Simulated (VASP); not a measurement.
# CrO2 (P-3m1) in VASP: single point with PBE+D3(BJ)

Aim: the single point of CrO2 with PBE+D3(BJ).

Program: VASP 6.6.1. These are calculated values, not measurements. Logs are shortened: lines on timing, memory, paths and dates and some standing lists are left out, and cuts for length are marked.

## 1. The cell of the first run

The typed cell holds 6 atoms: a = 2.610 Å, b = 2.610 Å, c = 9.952 Å, α = 90.00°, β = 90.00°, γ = 120.00°.

## 2. Single point, PBE+D3(BJ)

INCAR

```
PREC = Accurate
ENCUT = 700
EDIFF = 1E-6
ISMEAR = 0
SIGMA = 0.01
LREAL = F
LASPH = T
NELM = 120
ALGO = Normal
ISIF = 2
LWAVE = F
LCHARG = F
GGA = PE
IVDW = 12
NBANDS = 35
GGA_COMPAT = F
```

KPOINTS

```
Automatic mesh
0
Gamma
  18 18 4
```

POSCAR

```
CrO2
1.0
    2.6099056280      0.0000000000      0.0000000000
   -1.3049528140      2.2602445753      0.0000000000
    0.0000000000      0.0000000000      9.9521753118
Cr O
2 4
Direct
    0.6666666667      0.3333333333      0.2500876254
    0.3333333333      0.6666666667      0.7499123746
    0.3333333333      0.6666666667      0.3662143303
    0.6666666667      0.3333333333      0.8660375603
    0.3333333333      0.6666666667      0.1339624397
    0.6666666667      0.3333333333      0.6337856697
```

Potentials or basis: VASP PAW PBE potentials, release 64 (Cr_sv, O).

Run with:

```bash
> cat potpaw_PBE.64/Cr_sv/POTCAR potpaw_PBE.64/O/POTCAR > POTCAR
> mpirun -np 1 vasp_std > vasp.out
```

OUTCAR:

```text
PREC = Accurate
   ENCUT = 700
   EDIFF = 1E-6
   ISMEAR = 0
   LREAL = F
   LASPH = T
   NELM = 120
   ISIF = 2
   GGA = PE
   IVDW = 12
 IVDW          = 12

 ion  position               nearest neighbor table
   1  0.667  0.333  0.250-   5 1.90   5 1.90   5 1.90   3 1.90   3 1.90   3 1.90
   2  0.333  0.667  0.750-   4 1.90   4 1.90   4 1.90   6 1.90   6 1.90   6 1.90
   3  0.333  0.667  0.366-   1 1.90   1 1.90   1 1.90
   4  0.667  0.333  0.866-   2 1.90   2 1.90   2 1.90
   5  0.333  0.667  0.134-   1 1.90   1 1.90   1 1.90
   6  0.667  0.333  0.634-   2 1.90   2 1.90   2 1.90

  LATTYP: Found a hexagonal cell.
 ALAT       =     2.6099056280
 C/A-ratio  =     3.8132318675

  Lattice vectors:

 A1 = (   2.6099056280,   0.0000000000,   0.0000000000)
 A2 = (  -1.3049528140,   2.2602445753,   0.0000000000)
 A3 = (   0.0000000000,   0.0000000000,   9.9521753118)

Analysis of symmetry for initial positions (statically):
=====================================================================
 Subroutine PRICEL returns:
 Original cell was already a primitive cell.

 Routine SETGRP: Setting up the symmetry group for a
 hexagonal supercell.

 Subroutine GETGRP returns: Found 12 space group operations
 (whereof 12 operations were pure point group operations)
 out of a pool of 24 trial point group operations.

The static configuration has the point symmetry D_3d.

Analysis of symmetry for dynamics (positions and initial velocities):
=====================================================================
 Subroutine PRICEL returns:
 Original cell was already a primitive cell.

 Routine SETGRP: Setting up the symmetry group for a
 hexagonal supercell.

 Subroutine GETGRP returns: Found 12 space group operations
 (whereof 12 operations were pure point group operations)
 out of a pool of 24 trial point group operations.

The dynamic configuration has the point symmetry D_3d.

 Subroutine INISYM returns: Found 12 space group operations
 (whereof 12 operations are pure point group operations),
 and found     1 'primitive' translations

----------------------------------------------------------------------------------------

                                     Primitive cell

  volume of cell :      58.7081

  direct lattice vectors                    reciprocal lattice vectors
     2.609905628  0.000000000  0.000000000     0.383155617  0.221214998  0.000000000
    -1.304952814  2.260244575  0.000000000     0.000000000  0.442429997  0.000000000
     0.000000000  0.000000000  9.952175312     0.000000000  0.000000000  0.100480545

  length of vectors
     2.609905628  2.609905628  9.952175312     0.442429997  0.442429997  0.100480545

  position of ions in fractional coordinates (direct lattice)
     0.666666667  0.333333333  0.250087625
     0.333333333  0.666666667  0.749912375
     0.333333333  0.666666667  0.366214330
     0.666666667  0.333333333  0.866037560
     0.333333333  0.666666667  0.133962440
     0.666666667  0.333333333  0.633785670

  ion indices of the primitive-cell ions
   primitive index   ion index
                 1           1
                 2           2
                 3           3
                 4           4
                 5           5
                 6           6

----------------------------------------------------------------------------------------

 KPOINTS: Automatic mesh

Automatic generation of k-mesh.
 Grid dimensions read from file:
 generate k-points for:   18   18    4

 Generating k-lattice:

  Cartesian coordinates                     Fractional coordinates (reciprocal lattice)
     0.021286423  0.012289722  0.000000000     0.055555556  0.000000000  0.000000000
     0.000000000  0.024579444  0.000000000     0.000000000  0.055555556  0.000000000
     0.000000000  0.000000000  0.025120136     0.000000000  0.000000000  0.250000000

  Length of vectors
     0.024579444  0.024579444  0.025120136

  Shift w.r.t. Gamma in fractional coordinates (k-lattice)
     0.000000000  0.000000000  0.000000000

 Subroutine IBZKPT returns following result:
 ===========================================

 Found    138 irreducible k-points:

 Following reciprocal coordinates:
            Coordinates               Weight
  0.000000  0.000000  0.000000      1.000000
  0.055556  0.000000  0.000000      6.000000
  0.111111  0.000000  0.000000      6.000000
  0.166667  0.000000  0.000000      6.000000
  0.222222  0.000000  0.000000      6.000000
  0.277778  0.000000  0.000000      6.000000
[... 16 lines left out ...]
  0.333333  0.111111  0.000000     12.000000
  0.388889  0.111111  0.000000     12.000000
 [... further k-points ...]
   k-points           NKPTS =    138   k-points in BZ     NKDIM =    138   number of bands    NBANDS=     35
   number of dos      NEDOS =    301   number of ions     NIONS =      6
   total plane-waves  NPLWV =  51840
   dimension x,y,z NGX =    24 NGY =   24 NGZ =   90
   dimension x,y,z NGXF=    48 NGYF=   48 NGZF=  180
   ions per type =               2   4
   NGX,Y,Z   is equivalent  to a cutoff of  15.29, 15.29, 15.03 a.u.
   NGXF,Y,Z  is equivalent  to a cutoff of  30.58, 30.58, 30.07 a.u.
 SYSTEM =  unknown system
   PREC   = accura    normal or accurate (medium, high low for compatibility)
   ISTART =      0    job   : 0-new  1-cont  2-samecut
   ICHARG =      2    charge: 1-file 2-atom 10-const
   ISPIN  =      1    spin polarized calculation?
   LNONCOLLINEAR =      F non collinear calculations
   LSORBIT =      F    spin-orbit coupling
   LASPH  =      T    aspherical Exc in radial PAW
   ENCUT  =  700.0 eV  51.45 Ry    7.17 a.u.   5.63  5.63 21.47*2*pi/ulx,y,z
   NELM   =    120;   NELMIN=  2; NELMDL= -5     # of ELM steps
   EDIFF  = 0.1E-05   stopping-criterion for ELM
   LREAL  =      F    real-space projection
   EDIFFG = 0.1E-04   stopping-criterion for IOM
   NSW    =      0    number of steps for IOM
   IBRION =     -1    ionic relax: 0-MD 1-quasi-New 2-CG
   NFREE  =      0    steps in history (QN), initial steepest desc. (CG)
   ISIF   =      2    stress and relaxation
   ISYM   =      2    0-nonsym 1-usesym 2-fastsym
   POTIM  = 0.5000    time-step for ionic-motion
   TEBEG  =    0.0;   TEEND  =   0.0 temperature during run
   PSTRESS=    0.0 pullay stress
   NELECT =      52.0000    total number of electrons
   NUPDOWN=      -1.0000    fix difference up-down
   EMIN   =  10.00;   EMAX   =-10.00  energy-range for DOS
   EFERMI =   0.00;   METHOD = LEGACY
   ISMEAR =     0;   SIGMA  =   0.01  broadening in eV -4-tet -1-fermi 0-gaus
   EFERMI_NEDOS =   21; number of points for ismear=-14 and -15
   IALGO  =     38    algorithm
   IMIX   =      4    mixing-type and parameters
     AMIX     =   0.40;   BMIX     =  1.00
     AMIX_MAG =   1.60;   BMIX_MAG =  1.00
  volume/ion in A,a.u.               =       9.78        66.03
  Fermi-wavevector in a.u.,A,eV,Ry     =   1.572207  2.971041 33.631376  2.471836
  Thomas-Fermi vector in A             =   2.673676
   LORBIT       =      0    0 simple, 1 ext, 2 COOP (PROOUT), +10 PAW based schemes
   GGA     = PE    functional components
   LHFCALC =     F    Hartree Fock is set to
   AEXX    =    0.0000 exact exchange contribution
   IVDW    =    12    specifies the selected vdW correction
   LEPSILON=     F    determine dielectric tensor
   LRPA    =     F    only Hartree local field effects (RPA)
 non-spin polarized calculation
 Gauss-broadening in eV      SIGMA  =   0.01
  energy-cutoff  :      700.00
  volume of cell :       58.71
 maximum number of plane-waves:      2515
 NGX is ok and might be reduce to    24
   NGX = 11   NGY = 11   NGZ = 43

 number of electron      52.0000004 magnetization

 Free energy of the ion-electron system (eV)
  ---------------------------------------------------
  ext. energy  EPLUGINS =         0.00000000
  ---------------------------------------------------
  free energy    TOTEN  =       -49.59833821 eV

  energy without entropy =      -49.59833821  energy(sigma->0) =      -49.59833821

 E-fermi :   6.7097     XC(G=0): -11.5469

 val. band max:        6.6445225932   @ k =   0.0000   0.0000   0.0000
 cond. band min:       6.8017454114   @ k =   0.3333   0.3333   0.2500
 fundamental gap:      0.1572228182
 Fermi energy:         6.7097456987

 k-point     1 :       0.0000    0.0000    0.0000
  band No.  band energies     occupation
      1     -66.6562      2.00000
      2     -66.6562      2.00000
      3     -37.9313      2.00000
      4     -37.9312      2.00000
      5     -37.7125      2.00000
      6     -37.7125      2.00000
[... 27 lines left out ...]
     34       8.1018      0.00000
     35      12.9172      0.00000

 k-point     2 :       0.0556    0.0000    0.0000
  band No.  band energies     occupation
      1     -66.6532      2.00000
      2     -66.6532      2.00000
      3     -37.9272      2.00000
      4     -37.9270      2.00000
      5     -37.7321      2.00000
      6     -37.7321      2.00000
[... 27 lines left out ...]
     34       8.1659      0.00000
     35      13.1012      0.00000

 k-point     3 :       0.1111    0.0000    0.0000
  band No.  band energies     occupation
      1     -66.6444      2.00000
      2     -66.6444      2.00000
      3     -37.9154      2.00000
      4     -37.9152      2.00000
      5     -37.7884      2.00000
      6     -37.7884      2.00000
[... 27 lines left out ...]
     34       8.3394      0.00000
     35      13.6032      0.00000
[... 723 lines left out ...]
 k-point    23 :       0.3333    0.1111    0.0000
  band No.  band energies     occupation
      1     -66.5626      2.00000
      2     -66.5626      2.00000
      3     -38.2575      2.00000
      4     -38.2575      2.00000
      5     -37.8761      2.00000
      6     -37.8761      2.00000
[... 27 lines left out ...]
     34       9.5739      0.00000
     35      17.2184      0.00000

 k-point    24 :       0.3889    0.1111    0.0000
  band No.  band energies     occupation
      1     -66.5542      2.00000
      2     -66.5542      2.00000
      3     -38.3035      2.00000
      4     -38.3035      2.00000
      5     -37.8915      2.00000
      6     -37.8915      2.00000
[... 27 lines left out ...]
     34       9.6231      0.00000
     35      17.3620      0.00000

 [... further k-points ...]

------------------------ aborting loop because EDIFF is reached ----------------------------------------

 Edisp (eV)   -1.06821

 E8    (eV) :    -0.3787

  FORCE on cell =-STRESS in cart. coord.  units (eV):
  Direction    XX          YY          ZZ          XY          YZ          ZX
  --------------------------------------------------------------------------------------
  -------------------------------------------------------------------------------------
  Total      -0.11413    -0.11413    -0.11944     0.00000     0.00000     0.00000
  in kB      -3.11455    -3.11455    -3.25945     0.00000     0.00000     0.00000
  external pressure =       -3.16 kB  Pullay stress =        0.00 kB

 VOLUME and BASIS-vectors are now :
 -----------------------------------------------------------------------------
  energy-cutoff  :      700.00
  volume of cell :       58.71
      direct lattice vectors                 reciprocal lattice vectors
     2.609905628  0.000000000  0.000000000     0.383155617  0.221214998  0.000000000
    -1.304952814  2.260244575  0.000000000     0.000000000  0.442429997  0.000000000
     0.000000000  0.000000000  9.952175312     0.000000000  0.000000000  0.100480545

 POSITION                                       TOTAL-FORCE (eV/Angst)
 -----------------------------------------------------------------------------------
      1.30495      0.75341      2.48892         0.000000     -0.000000      0.000176
     -0.00000      1.50683      7.46326        -0.000000      0.000000     -0.000176
     -0.00000      1.50683      3.64463         0.000000     -0.000000      0.010729
      1.30495      0.75341      8.61896        -0.000000     -0.000000      0.012287
     -0.00000      1.50683      1.33322        -0.000000      0.000000     -0.012287
      1.30495      0.75341      6.30755        -0.000000      0.000000     -0.010729
 -----------------------------------------------------------------------------------
    total drift:                                0.000000      0.000000      0.000000

  FREE ENERGIE OF THE ION-ELECTRON SYSTEM (eV)
  ---------------------------------------------------
  free  energy   TOTEN  =       -50.6665454425 eV

  energy  without entropy=      -50.6665454425  energy(sigma->0) =      -50.66654544
```

Wall time 5.4 min (1 thread of Intel Xeon Platinum 8488C (Sapphire Rapids), shared host); peak memory 0.47 GiB.

What came out:

```
Free energy                : -50.6665 eV
Pressure                   : -0.3 GPa
Largest force              : 0.012 eV/Å
Band gap on the k mesh     : 0.16 eV (least direct gap 1.37 eV)
Dispersion energy per atom : -0.178 eV
```

Forces in eV/Å, atoms in the order of the input:
```
Cr   0.000  0.000  0.000
Cr   0.000  0.000  0.000
O    0.000  0.000  0.011
O    0.000  0.000  0.012
O    0.000  0.000 -0.012
O    0.000  0.000 -0.011
```

Caveat: the run has no spin polarisation, though such a crystal can be magnetic. A k mesh can miss the band edges.
